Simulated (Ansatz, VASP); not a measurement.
## KCl in VASP and in Ansatz

```xyz
2
Lattice="3.6667 0.0000 0.0000 0.0000 3.6667 0.0000 0.0000 0.0000 3.6667" Properties=species:S:1:pos:R:3 pbc="T T T"
K     0.0000    0.0000    0.0000
Cl    1.8333    1.8333    1.8333
```

Alike in both runs: task single point; functional r2SCAN; k mesh 6 × 6 × 6; occupations gaussian, width 0.05 eV; no spin polarisation.

|  | VASP | Ansatz |
| --- | --- | --- |
| version | VASP 6.6.1 | Ansatz 0.2.0 |
| potentials or method | VASP PAW PBE potentials, release 64 (K_sv, Cl), cutoff 520 eV | scalar-relativistic, plane waves, PAW |
| valence electrons in the cell | 16 | 16 |

Ansatz gave:

```
gap on the k mesh at the Fermi level (eV) : 6.24
least direct gap on the mesh (eV)         : 6.47
pressure (GPa)                            : 2.4
```

Problem. Estimate VASP's values.

Solution. gap on the k mesh at the Fermi level (eV): 6.25; least direct gap on the mesh (eV): 6.48; pressure (GPa): 2.3.

VASP's potentials were made for PBE, not for r2SCAN. The functional is the same, so the differences come from potentials, cutoffs and numerics.
